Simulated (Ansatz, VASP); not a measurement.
## Two plane-wave programs on KP4Ru

```
CELL_PARAMETERS angstrom
3.67155 0.00000 0.00000
0.00000 3.67155 0.00000
0.00000 0.00000 8.78573
ATOMIC_POSITIONS crystal
K 0.00000 0.00000 0.00000
P 0.50000 0.00000 0.31614
P 0.00000 0.50000 0.68386
P 0.50000 0.00000 0.68386
P 0.00000 0.50000 0.31614
Ru 0.50000 0.50000 0.50000
```

Alike in both runs: functional PBE; k mesh 10 × 10 × 4; occupations gaussian, width 0.1 eV; no spin polarisation.

Ansatz relaxed the structure, and its values are those at the end. VASP's run is a single point on that final structure, the one shown.

|  | VASP | Ansatz |
| --- | --- | --- |
| version | VASP 6.6.1 | Ansatz 0.2.0 |
| potentials or method | VASP PAW PBE potentials, release 64 (K_sv, P, Ru_pv), cutoff 520 eV | scalar-relativistic, plane waves, PAW |
| valence electrons in the cell | 43 | 45 |

```tsv
	VASP	Ansatz	Ansatz less VASP
gap on the k mesh at the Fermi level (eV)	none	none	-
pressure (GPa)	-0.1	0.0	+0.11
rms of the force components (eV/Å)	0.008	0.000	-0.0077
```

A gap of «none» marks a metal or a gap that the smearing closes. VASP's potentials hold 43 valence electrons a cell and Ansatz's 45, so a difference there can come from the potentials and not from the codes.
